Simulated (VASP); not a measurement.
# BAs (F-43m) in VASP: a series of runs, part 2 of 2

VASP 6.6.1. The steps go on from the part before.

## 7. Single point, LDA

Contents of INCAR:

```
PREC = Accurate
ENCUT = 520
EDIFF = 1E-6
ISMEAR = 0
SIGMA = 0.01
LREAL = False
LASPH = True
NELM = 60
ALGO = Normal
ISIF = 2
LWAVE = False
LCHARG = False
GGA = CA
NBANDS = 11
```

Contents of KPOINTS:

```
Automatic mesh
0
Gamma
  10 10 10
```

Contents of POSCAR:

```
BAs
1.0
    0.0000000000      2.3885000000      2.3885000000
    2.3885000000      0.0000000000      2.3885000000
    2.3885000000      2.3885000000      0.0000000000
B As
1 1
Direct
    0.0000000000      0.0000000000      0.0000000000
    0.2500000000      0.2500000000      0.2500000000
```

Potentials or basis: VASP PAW LDA potentials, release 64 (B, As).

On the command line:

```
$ cat potpaw_LDA.64/B/POTCAR potpaw_LDA.64/As/POTCAR > POTCAR
$ mpirun -np 1 vasp_std > vasp.out
```

OUTCAR:

```text
PREC = Accurate
   ENCUT = 520
   EDIFF = 1E-6
   ISMEAR = 0
   LREAL = False
   LASPH = True
   NELM = 60
   ISIF = 2
   GGA = CA

 ion  position               nearest neighbor table
   1  0.000  0.000  0.000-   2 2.07   2 2.07   2 2.07   2 2.07
   2  0.250  0.250  0.250-   1 2.07   1 2.07   1 2.07   1 2.07

  LATTYP: Found a face centered cubic cell.
 ALAT       =     4.7770000000

  Lattice vectors:

 A1 = (   0.0000000000,   2.3885000000,   2.3885000000)
 A2 = (   2.3885000000,   0.0000000000,   2.3885000000)
 A3 = (   2.3885000000,   2.3885000000,   0.0000000000)

Analysis of symmetry for initial positions (statically):
=====================================================================
 Subroutine PRICEL returns:
 Original cell was already a primitive cell.

 Routine SETGRP: Setting up the symmetry group for a
 face centered cubic supercell.

 Subroutine GETGRP returns: Found 24 space group operations
 (whereof 24 operations were pure point group operations)
 out of a pool of 48 trial point group operations.

The static configuration has the point symmetry T_d .

Analysis of symmetry for dynamics (positions and initial velocities):
[... 164 lines left out ...]
 fundamental gap:      1.1220637164
 Fermi energy:         6.2652953988

 k-point     1 :       0.0000    0.0000    0.0000
  band No.  band energies     occupation
      1      -9.2197      2.00000
      2       6.1569      2.00000
      3       6.1569      2.00000
      4       6.1569      2.00000
      5       9.4062      0.00000
      6       9.4062      0.00000
      7       9.4062      0.00000
      8      10.8495      0.00000
      9      15.5133      0.00000
     10      19.1895      0.00000
     11      19.1895      0.00000
[... 309 lines left out ...]
 k-point    24 :       0.4000    0.3000    0.0000
  band No.  band energies     occupation
      1      -6.5909      2.00000
      2      -0.2409      2.00000
      3       2.1810      2.00000
      4       2.6745      2.00000
      5       7.8021      0.00000
      6       9.4916      0.00000
      7      14.9135      0.00000
      8      15.1454      0.00000
      9      18.0518      0.00000
     10      21.7873      0.00000
     11      22.0615      0.00000

 [... further k-points ...]
[... 5 lines left out ...]
  --------------------------------------------------------------------------------------
  -------------------------------------------------------------------------------------
  Total       -0.5250482     -0.5250482     -0.5250482      0.0000000     -0.0000000      0.0000000
  in kB      -30.8676830    -30.8676830    -30.8676830      0.0000000     -0.0000000      0.0000000
  external PRESSURE =     -30.8676830 kB  Pullay stress =       0.0000000 kB

 VOLUME and BASIS-vectors are now :
 -----------------------------------------------------------------------------
  energy-cutoff  :      520.00
  volume of cell :       27.25
      direct lattice vectors                 reciprocal lattice vectors
     0.000000000  2.388500000  2.388500000    -0.209336404  0.209336404  0.209336404
     2.388500000  0.000000000  2.388500000     0.209336404 -0.209336404  0.209336404
     2.388500000  2.388500000  0.000000000     0.209336404  0.209336404 -0.209336404

 POSITION                                       TOTAL-FORCE (eV/Angst)
 -----------------------------------------------------------------------------------
      0.00000      0.00000      0.00000         0.000000     -0.000000      0.000000
      1.19425      1.19425      1.19425        -0.000000      0.000000     -0.000000
 -----------------------------------------------------------------------------------
    total drift:                               -0.000000     -0.000000     -0.000000

  FREE ENERGIE OF THE ION-ELECTRON SYSTEM (eV)
  ---------------------------------------------------
  free  energy   TOTEN  =       -12.9208856550 eV

  energy  without entropy=      -12.9208856550  energy(sigma->0) =      -12.92088566
```

OSZICAR:

```text
N       E                     dE             d eps       ncg     rms          rms(c)
DAV:   1     0.110335881065E+02    0.11034E+02   -0.38802E+03  1034   0.648E+02
DAV:   2    -0.129580759374E+02   -0.23992E+02   -0.23071E+02  1455   0.105E+02
DAV:   3    -0.136417663044E+02   -0.68369E+00   -0.68241E+00  1280   0.167E+01
DAV:   4    -0.136436479899E+02   -0.18817E-02   -0.18816E-02  1178   0.101E+00
DAV:   5    -0.136436511112E+02   -0.31213E-05   -0.31212E-05  1217   0.430E-02    0.501E+00
DAV:   6    -0.130133260727E+02    0.63033E+00   -0.16869E+00  1109   0.520E+00    0.236E+00
DAV:   7    -0.129340023888E+02    0.79324E-01   -0.19189E-01  1202   0.219E+00    0.891E-01
DAV:   8    -0.129208540857E+02    0.13148E-01   -0.23176E-02  1166   0.801E-01    0.977E-02
DAV:   9    -0.129208781760E+02   -0.24090E-04   -0.77367E-04  1154   0.169E-01    0.568E-02
DAV:  10    -0.129208843048E+02   -0.61288E-05   -0.76740E-05  1097   0.497E-02    0.126E-02
DAV:  11    -0.129208857979E+02   -0.14931E-05   -0.18213E-06  1220   0.851E-03    0.119E-02
DAV:  12    -0.129208856550E+02    0.14284E-06   -0.81133E-07   568   0.377E-03
   1 F= -.12920886E+02 E0= -.12920886E+02  d E =-.151208E-55
```

Wall time 8.6 s (1 thread of Intel Xeon Platinum 8488C (Sapphire Rapids), shared host); peak memory 0.14 GiB.

Results:

```yaml
Free_energy: -12.9209 eV
Pressure: -3.1 GPa
Band_gap_on_the_k_mesh: 1.12 eV, indirect (least direct gap 3.25 eV)
```

## 8. Summary

| k mesh | gap on the mesh (eV) | pressure (GPa) |
| --- | --- | --- |
| 3 × 3 × 3 | 1.16 | -0.9 |
| 4 × 4 × 4 | 1.31 | -2.5 |
| 5 × 5 × 5 | 1.11 | -2.9 |
| 6 × 6 × 6 | 1.22 | -3.1 |
| 8 × 8 × 8 | 1.14 | -3.1 |
| 10 × 10 × 10 | 1.12 | -3.1 |

Alike in all rows: task single point; level LDA; potentials or basis VASP PAW LDA potentials, release 64 (B, As); no spin polarisation; cell as given; cutoff (eV) 520; smearing gaussian 0.01 eV.

Caveats: some runs use coarse meshes.

Total energies depend on the potentials used, so only differences within one code and one set of settings carry meaning.
